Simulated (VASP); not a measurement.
Input of a VASP 6.6.1 run:

Contents of INCAR:

```
PREC = Accurate
ENCUT = 520
EDIFF = 1E-7
ISMEAR = 1
SIGMA = 0.1
LREAL = False
LASPH = True
NELM = 100
ALGO = Normal
ISIF = 2
LWAVE = False
LCHARG = False
LDIPOL = True
IDIPOL = 3
DIPOL = 0.5 0.5 0.485
GGA = PS
NBANDS = 20
```

KPOINTS

```
Automatic mesh
0
Gamma
  6 6 1
```

Contents of POSCAR:

```
MoS2
1.0
    3.1709999953      0.0000000000      0.0000000000
    1.5854999930      2.7461665541      0.0000000000
    0.0000000000      0.0000000000     16.5862475025
Mo S
1 2
Direct
    0.0000000000      0.0000000000      0.3617454761
    0.6666666667      0.6666666667      0.4539151587
    1.0000000000      0.0000000000      0.6382545239
```

Potentials or basis: VASP PAW PBE potentials, release 64 (Mo_sv, S).

Launch:

```sh
$ cat potpaw_PBE.64/Mo_sv/POTCAR potpaw_PBE.64/S/POTCAR > POTCAR
$ mpirun -np 1 vasp_std > vasp.out
```

Task: What does it give for the largest force?

Result: 0.712 eV/Å.

Task: What does it give for the band gap on the k mesh?

Result: Zero (band 13 reaches -0.85 eV, above the bottom of band 14 at -1.01 eV).

Forces in eV/Å, atoms in the order of the input:
```
Mo   0.000  0.000  0.712
S    0.000  0.000 -0.566
S    0.000  0.000 -0.146
```

Caveat: the k points lie up to 0.38 Å⁻¹ apart; the PAW data sets were made with another functional, which shifts forces and pressure a little.
